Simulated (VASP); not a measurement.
# MnC6 (Cmmm) in VASP: relaxation of cell and atoms with PBE

Aim: the relaxation of cell and atoms of MnC6 with PBE.

Program: VASP 6.6.1. These are calculated values, not measurements. Logs are shortened: lines on timing, memory, paths and dates and some standing lists are left out, and cuts for length are marked.

**1. The cell of the first run**

It takes space group Cmmm (No. 65, orthorhombic). Conventional cell: a = 6.841 Å, b = 6.984 Å, c = 3.809 Å, α = 90.00°, β = 90.00°, γ = 90.00°. Mn (site symmetry mmm) has 10 C at 1.89 to 2.44 Å within 2.5 Å. C (site symmetry m2m) has 2 C at 1.72 Å and 1 Mn at 1.89 Å within 2.3 Å. C (site symmetry 2mm) has 1 C at 1.37 Å within 1.8 Å. C (site symmetry 2/m) has 2 C at 1.72 Å within 2.3 Å.

The cell was generated, and may not be a known phase.

**2. Relaxation of cell and atoms, PBE, collinear spin, ferromagnetic start**

INCAR

```
SYSTEM = MnC6
ALGO = Normal ; EDIFF = 1E-6
EDIFFG = -0.08 ; ENCUT = 600
GGA = PE ; IBRION = 2
ISIF = 3 ; ISMEAR = 0
ISPIN = 2 ; LASPH = .TRUE.
LCHARG = .FALSE. ; LMAXMIX = 4
LORBIT = 11 ; LREAL = .FALSE.
LWAVE = .FALSE. ; MAGMOM = 4 0 0 0 0 0 0
NELM = 150 ; NSW = 36
PREC = Accurate ; SIGMA = 0.2
```

KPOINTS

```
k-points
0
G
  3 3 4
  0 0 0
```

POSCAR

```
MnC6
1.0
    3.4205476200     -3.4921882300      0.0000000000
    3.4205476200      3.4921882300      0.0000000000
    0.0000000000      0.0000000000      3.8086478900
Mn C
1 6
Direct
    0.0000000000      0.0000000000      0.5000000000
    0.2712373300      0.7287626700      0.5000000000
    0.7287626700      0.2712373300      0.5000000000
    0.8997053700      0.8997053700      0.0000000000
    0.1002946300      0.1002946300      0.0000000000
    0.0000000000      0.5000000000      0.5000000000
    0.5000000000      0.0000000000      0.5000000000
```

Potentials or basis: VASP PAW PBE potentials, release 64 (Mn_pv, C).

Run with:

```sh
> cat potpaw_PBE.64/Mn_pv/POTCAR potpaw_PBE.64/C/POTCAR > POTCAR
> mpirun -np 1 vasp_std > vasp.out
```

OUTCAR:

```text
SYSTEM = MnC6
   EDIFF = 1E-6
   EDIFFG = -0.08
   ENCUT = 600
   GGA = PE
   IBRION = 2
   ISIF = 3
   ISMEAR = 0
   ISPIN = 2
   LASPH = .TRUE.
   LORBIT = 11
   LREAL = .FALSE.
   NELM = 150
   NSW = 36
   PREC = Accurate

 ion  position               nearest neighbor table
   1  0.000  0.000  0.500-   2 1.89   3 1.89   4 2.02   5 2.02   4 2.02   5 2.02   6 2.44   7 2.44
                             6 2.44   7 2.44
   2  0.271  0.729  0.500-   6 1.72   7 1.72   1 1.89
   3  0.729  0.271  0.500-   6 1.72   7 1.72   1 1.89
   4  0.900  0.900  0.000-   5 1.37   1 2.02   1 2.02
   5  0.100  0.100  0.000-   4 1.37   1 2.02   1 2.02
   6  0.000  0.500  0.500-   2 1.72   3 1.72   1 2.44   1 2.44
   7  0.500  0.000  0.500-   2 1.72   3 1.72   1 2.44   1 2.44

  LATTYP: Found a base centered orthorhombic cell.
 ALAT       =     6.8410952400
 B/A-ratio  =     1.0209441931
 C/A-ratio  =     0.5567307217

  Lattice vectors:

 A1 = (   3.4205476200,  -3.4921882300,   0.0000000000)
 A2 = (   3.4205476200,   3.4921882300,   0.0000000000)
 A3 = (   0.0000000000,   0.0000000000,   3.8086478900)

Analysis of symmetry for initial positions (statically):
=====================================================================
 Subroutine PRICEL returns:
 Original cell was already a primitive cell.

 Routine SETGRP: Setting up the symmetry group for a
 base centered orthorhombic supercell.

 Subroutine GETGRP returns: Found  8 space group operations
 (whereof  8 operations were pure point group operations)
 out of a pool of  8 trial point group operations.

The static configuration has the point symmetry D_2h.

Analysis of symmetry for dynamics (positions and initial velocities):
=====================================================================
 Subroutine PRICEL returns:
 Original cell was already a primitive cell.

 Routine SETGRP: Setting up the symmetry group for a
 base centered orthorhombic supercell.

 Subroutine GETGRP returns: Found  8 space group operations
 (whereof  8 operations were pure point group operations)
 out of a pool of  8 trial point group operations.

The dynamic configuration has the point symmetry D_2h.

Analysis of structural, dynamic, and magnetic symmetry:
=====================================================================
 Subroutine PRICEL returns:
 Original cell was already a primitive cell.

 Routine SETGRP: Setting up the symmetry group for a
 base centered orthorhombic supercell.

 Subroutine GETGRP returns: Found  8 space group operations
 (whereof  8 operations were pure point group operations)
 out of a pool of  8 trial point group operations.

The overall configuration has the point symmetry D_2h.

 Subroutine INISYM returns: Found  8 space group operations
 (whereof  8 operations are pure point group operations),
 and found     1 'primitive' translations

----------------------------------------------------------------------------------------

                                     Primitive cell

  volume of cell :      90.9901

  direct lattice vectors                    reciprocal lattice vectors
     3.420547620 -3.492188230  0.000000000     0.146175424 -0.143176704  0.000000000
     3.420547620  3.492188230  0.000000000     0.146175424  0.143176704  0.000000000
     0.000000000  0.000000000  3.808647890     0.000000000  0.000000000  0.262560370

  length of vectors
     4.888304886  4.888304886  3.808647890     0.204613839  0.204613839  0.262560370

  position of ions in fractional coordinates (direct lattice)
     0.000000000  0.000000000  0.500000000
     0.271237330  0.728762670  0.500000000
     0.728762670  0.271237330  0.500000000
     0.899705370  0.899705370  0.000000000
     0.100294630  0.100294630  0.000000000
     0.000000000  0.500000000  0.500000000
     0.500000000  0.000000000  0.500000000

  ion indices of the primitive-cell ions
   primitive index   ion index
                 1           1
                 2           2
                 3           3
                 4           4
                 5           5
                 6           6
                 7           7

----------------------------------------------------------------------------------------

 KPOINTS: k-points

Automatic generation of k-mesh.
 Grid dimensions read from file:
 generate k-points for:    3    3    4

 Generating k-lattice:

  Cartesian coordinates                     Fractional coordinates (reciprocal lattice)
     0.048725141 -0.047725568  0.000000000     0.333333333  0.000000000  0.000000000
     0.048725141  0.047725568  0.000000000     0.000000000  0.333333333  0.000000000
     0.000000000  0.000000000  0.065640093     0.000000000  0.000000000  0.250000000

  Length of vectors
     0.068204613  0.068204613  0.065640093

  Shift w.r.t. Gamma in fractional coordinates (k-lattice)
     0.000000000  0.000000000  0.000000000

 Subroutine IBZKPT returns following result:
 ===========================================

 Found     12 irreducible k-points:

 Following reciprocal coordinates:
            Coordinates               Weight
  0.000000  0.000000  0.000000      1.000000
  0.333333  0.000000  0.000000      4.000000
  0.333333  0.333333  0.000000      2.000000
 -0.333333  0.333333  0.000000      2.000000
  0.000000  0.000000  0.250000      2.000000
  0.333333  0.000000  0.250000      8.000000
  0.333333  0.333333  0.250000      4.000000
 -0.333333  0.333333  0.250000      4.000000
  0.000000  0.000000  0.500000      1.000000
  0.333333  0.000000  0.500000      4.000000
  0.333333  0.333333  0.500000      2.000000
 -0.333333  0.333333  0.500000      2.000000
   k-points           NKPTS =     12   k-points in BZ     NKDIM =     12   number of bands    NBANDS=     24
   number of dos      NEDOS =    301   number of ions     NIONS =      7
   total plane-waves  NPLWV =  48000
   dimension x,y,z NGX =    40 NGY =   40 NGZ =   30
   dimension x,y,z NGXF=    80 NGYF=   80 NGZF=   60
   ions per type =               1   6
   NGX,Y,Z   is equivalent  to a cutoff of  13.60, 13.60, 13.09 a.u.
   NGXF,Y,Z  is equivalent  to a cutoff of  27.21, 27.21, 26.19 a.u.
 SYSTEM =  MnC6
   PREC   = accura    normal or accurate (medium, high low for compatibility)
   ISTART =      0    job   : 0-new  1-cont  2-samecut
   ICHARG =      2    charge: 1-file 2-atom 10-const
   ISPIN  =      2    spin polarized calculation?
   LNONCOLLINEAR =      F non collinear calculations
   LSORBIT =      F    spin-orbit coupling
   LASPH  =      T    aspherical Exc in radial PAW
   ENCUT  =  600.0 eV  44.10 Ry    6.64 a.u.   9.76  9.76  7.61*2*pi/ulx,y,z
   NELM   =    150;   NELMIN=  2; NELMDL= -5     # of ELM steps
   EDIFF  = 0.1E-05   stopping-criterion for ELM
   LREAL  =      F    real-space projection
   EDIFFG = -.8E-01   stopping-criterion for IOM
   NSW    =     36    number of steps for IOM
   IBRION =      2    ionic relax: 0-MD 1-quasi-New 2-CG
   NFREE  =      1    steps in history (QN), initial steepest desc. (CG)
   ISIF   =      3    stress and relaxation
   ISYM   =      2    0-nonsym 1-usesym 2-fastsym
   POTIM  = 0.5000    time-step for ionic-motion
   TEBEG  =    0.0;   TEEND  =   0.0 temperature during run
   PSTRESS=    0.0 pullay stress
   NELECT =      37.0000    total number of electrons
   NUPDOWN=      -1.0000    fix difference up-down
   EMIN   =  10.00;   EMAX   =-10.00  energy-range for DOS
   EFERMI =   0.00;   METHOD = LEGACY
   ISMEAR =     0;   SIGMA  =   0.20  broadening in eV -4-tet -1-fermi 0-gaus
   EFERMI_NEDOS =   21; number of points for ismear=-14 and -15
   IALGO  =     38    algorithm
   IMIX   =      4    mixing-type and parameters
     AMIX     =   0.40;   BMIX     =  1.00
     AMIX_MAG =   1.60;   BMIX_MAG =  1.00
  volume/ion in A,a.u.               =      13.00        87.72
  Fermi-wavevector in a.u.,A,eV,Ry     =   1.212860  2.291973 20.014573  1.471030
  Thomas-Fermi vector in A             =   2.348331
   LORBIT       =     11    0 simple, 1 ext, 2 COOP (PROOUT), +10 PAW based schemes
   GGA     = PE    functional components
   LHFCALC =     F    Hartree Fock is set to
   AEXX    =    0.0000 exact exchange contribution
   IVDW    =     0    specifies the selected vdW correction
   LEPSILON=     F    determine dielectric tensor
   LRPA    =     F    only Hartree local field effects (RPA)
 conjugate gradient relaxation of ions
 spin polarized calculation
 Gauss-broadening in eV      SIGMA  =   0.20
  energy-cutoff  :      600.00
  volume of cell :       90.99
 maximum number of plane-waves:      3046
   NGX = 19   NGY = 19   NGZ = 15

--------------------------------------- Ionic step        1  -------------------------------------------

 number of electron      36.9999987 magnetization       0.0138310

 Free energy of the ion-electron system (eV)
  ---------------------------------------------------
  ext. energy  EPLUGINS =         0.00000000
  ---------------------------------------------------
  free energy    TOTEN  =       -44.06257684 eV

  energy without entropy =      -43.93062005  energy(sigma->0) =      -43.99659845

------------------------ aborting loop because EDIFF is reached ----------------------------------------

  FORCE on cell =-STRESS in cart. coord.  units (eV):
  Direction    XX          YY          ZZ          XY          YZ          ZX
  --------------------------------------------------------------------------------------
  -------------------------------------------------------------------------------------
  Total      -33.8902180      6.1617357     -4.0783612     -0.0000000      0.0000000      0.0000000
  in kB     -596.7478181    108.4974526    -71.8128508     -0.0000000      0.0000000      0.0000000
  external PRESSURE =    -186.6877388 kB  Pullay stress =       0.0000000 kB
[... 1429 lines left out ...]
     23       5.1267      0.00000
     24       5.6700      0.00000

[... ionic steps 4 to 28 ...]

--------------------------------------- Ionic step       29  -------------------------------------------

 number of electron      37.0000000 magnetization      -0.0000000

 number of electron      37.0000000 magnetization       0.0000000
[... 83 lines left out ...]
 number of electron      37.0000000 magnetization      -0.0000000

 number of electron      37.0000000 magnetization       0.0000000

 Free energy of the ion-electron system (eV)
  ---------------------------------------------------
  ext. energy  EPLUGINS =         0.00000000
  ---------------------------------------------------
  free energy    TOTEN  =       -54.99119866 eV

  energy without entropy =      -54.95598275  energy(sigma->0) =      -54.97359071

 E-fermi :   2.7294     XC(G=0):  -9.6204

 val. band max:        2.7100145400   @ k =   0.0000   0.0000   0.2500
 cond. band min:       2.7954850450   @ k =   0.0000   0.0000   0.2500
 fundamental gap:      0.0854705050
 Fermi energy:         2.7294155066
[... 685 lines left out ...]
  FREE ENERGIE OF THE ION-ELECTRON SYSTEM (eV)
  ---------------------------------------------------
  free  energy   TOTEN  =       -54.9911986636 eV

  energy  without entropy=      -54.9559827486  energy(sigma->0) =      -54.97359071

 reached required accuracy - stopping structural energy minimisation

 total charge

# of ion       s       p       d       tot
------------------------------------------
    1        0.353   6.447   5.242  12.042
    2        0.876   1.803   0.000   2.679
    3        0.876   1.803   0.000   2.679
    4        0.948   1.476   0.000   2.424
    5        0.948   1.476   0.000   2.424
    6        0.888   1.741   0.000   2.629
    7        0.888   1.741   0.000   2.629
--------------------------------------------------
tot          5.778  16.487   5.242  27.507

 magnetization (x)

# of ion       s       p       d       tot
------------------------------------------
    1       -0.000  -0.000  -0.000  -0.000
    2       -0.000   0.000   0.000   0.000
    3       -0.000   0.000   0.000   0.000
    4       -0.000   0.000   0.000   0.000
    5       -0.000   0.000   0.000   0.000
    6        0.000   0.000   0.000   0.000
    7        0.000   0.000   0.000   0.000
--------------------------------------------------
tot         -0.000   0.000  -0.000  -0.000
```

Wall time 17 min (1 thread of Intel Xeon 6975P-C (Granite Rapids), shared host); peak memory 0.28 GiB.

Results:

| Item | Value |
| --- | --- |
| Free energy | -54.9912 eV |
| Relaxed volume | 11.94 Å³/atom |
| Relaxed cell | a = 5.249 Å, b = 5.249 Å, c = 3.532 Å, α = 90.00°, β = 90.00°, γ = 120.81° |
| Space group after relaxing (to 0.1 Å) | Cmmm (No. 65) |
| Energy gained by relaxing | 1561.2 meV/atom |
| Ionic steps | 31 |
| Pressure after relaxing | 0.0 GPa |
| Largest force after relaxing | 0.059 eV/Å |
| Net moment | 0.00 μB per cell |
| Valence electrons inside the program's atomic spheres | Mn 12.04; C 2.68, 2.42, 2.63 (each value once) |

Forces on the atoms (eV/Å):
```
Mn   0.000  0.000  0.000
C    0.000  0.059  0.000
C    0.000 -0.059  0.000
C    0.051  0.000  0.000
C   -0.051  0.000  0.000
C    0.000  0.000  0.000
C    0.000  0.000  0.000
```

Stress tensor (GPa, compression positive):
```
-0.64  0.00  0.00
 0.00  0.99  0.00
 0.00  0.00 -0.21
```

The path:
```tsv
step	energy change (eV)	largest force (eV/Å)	pressure (GPa)	volume (Å³)
1	0.0000	0.8092	-18.67	90.99
2	-3.8763	47.2624	49.71	70.66
3	-5.4996	23.9772	5.85	76.20
4	-6.3518	24.0981	12.79	74.20
5	-6.7627	25.9814	45.97	68.28
6	-6.9938	25.5490	32.93	70.21
7	-8.3861	14.7900	24.56	70.28
8	-9.3467	5.2486	16.20	70.37
9	-9.4583	3.1150	7.50	70.54
10	-9.5860	1.3424	9.52	70.49
11	-9.6002	0.2278	10.78	70.46
12	-9.6004	0.4061	10.56	70.46
13	-9.6370	0.4138	9.65	70.74
14	-9.7365	0.4883	7.24	71.56
15	-9.8917	0.8405	2.70	73.22
16	-10.0428	1.4269	-4.90	76.58
17	-10.1451	1.3946	-3.43	76.84
18	-10.3215	2.1725	1.93	77.56
19	-10.3333	3.0851	4.13	77.81
20	-10.4023	2.6724	4.04	78.23
21	-10.5591	1.5632	4.01	79.46
22	-10.6689	0.9456	4.63	81.77
23	-10.7363	0.9561	1.28	82.64
24	-10.7612	1.1314	-2.35	83.66
25	-10.8048	0.8460	-2.04	83.75
26	-10.8430	0.7630	-1.15	83.95
27	-10.8805	0.6111	-0.44	83.71
28	-10.9235	0.2147	1.49	83.09
29	-10.9250	0.3974	-0.64	83.61
30	-10.9268	0.1459	0.29	83.39
31	-10.9286	0.0591	0.05	83.60
```

Final structure:
```yaml
crystal:
  lattice:
    - [2.59251, -4.56443, 0.00000]
    - [2.59251, 4.56443, 0.00000]
    - [0.00000, 0.00000, 3.53238]
  atoms:
    - { symbol: Mn, position: [0.00000, 0.00000, 0.50000] }
    - { symbol: C, position: [0.24003, 0.75997, 0.50000] }
    - { symbol: C, position: [0.75997, 0.24003, 0.50000] }
    - { symbol: C, position: [0.86668, 0.86668, 0.00000] }
    - { symbol: C, position: [0.13332, 0.13332, 0.00000] }
    - { symbol: C, position: [0.00000, 0.50000, 0.50000] }
    - { symbol: C, position: [0.50000, 0.00000, 0.50000] }
```

Levels at points of the mesh, in eV from the Fermi level:
Spin up:
```tsv
k point	band 16	band 17	band 18	band 19	band 20	band 21	band 22	band 23
(0.00, 0.00, 0.00)	-2.04	-1.97	-0.97	-0.26	0.14	0.68	0.87	2.01
(0.00, 0.00, 0.50)	-1.70	-1.35	-0.79	-0.62	-0.36	1.15	1.47	2.81
```
Spin down:
| k point | band 16 | band 17 | band 18 | band 19 | band 20 | band 21 | band 22 | band 23 |
| --- | --- | --- | --- | --- | --- | --- | --- | --- |
| (0.00, 0.00, 0.00) | -2.04 | -1.97 | -0.97 | -0.26 | 0.14 | 0.68 | 0.87 | 2.01 |
| (0.00, 0.00, 0.50) | -1.70 | -1.35 | -0.79 | -0.62 | -0.36 | 1.15 | 1.47 | 2.81 |

Caveat: the k points lie up to 0.46 Å⁻¹ apart in the final cell; the moments typed at the start vanished in this run; the relaxation stopped at a loose force limit of 0.08 eV/Å, so its end isn't a converged minimum.
